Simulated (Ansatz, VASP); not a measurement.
# One calculation of Li2Nb, two programs

```
Li Nb
1.0
     2.76226    0.00000    0.00000
    -1.38113    2.39219    0.00000
     0.00000    0.00000    5.55103
Li Nb
2 1
Cartesian
  0.0000 0.0000 0.8914
  0.0000 0.0000 4.6597
  0.0000 0.0000 2.7755
```

Change from the starting cell: volume scaled by 0.98.

Alike in both runs: task single point; functional PBE; k mesh 11 × 11 × 5; occupations fermi-dirac, width 0.05 eV; no spin polarisation.

|  | VASP | Ansatz |
| --- | --- | --- |
| version | VASP 6.6.1 | Ansatz 0.2.0 |
| potentials or method | VASP PAW PBE potentials, release 64 (Li_sv, Nb_sv), cutoff 520 eV | all-electron LAPW, scalar-relativistic |

```csv
,VASP,Ansatz,Ansatz less VASP
gap on the k mesh at the Fermi level (eV),none,none,-
rms of the force components (eV/Å),1.699,1.670,-0.0295
```

Atom by atom the forces differ by 0.029 eV/Å (rms over components). A gap of «none» marks a metal or a gap that the smearing closes. Ansatz ran all-electron here, and VASP with PAW potentials.

Noted on VASP's run: the cutoff is short for stress, so the pressure is rough.
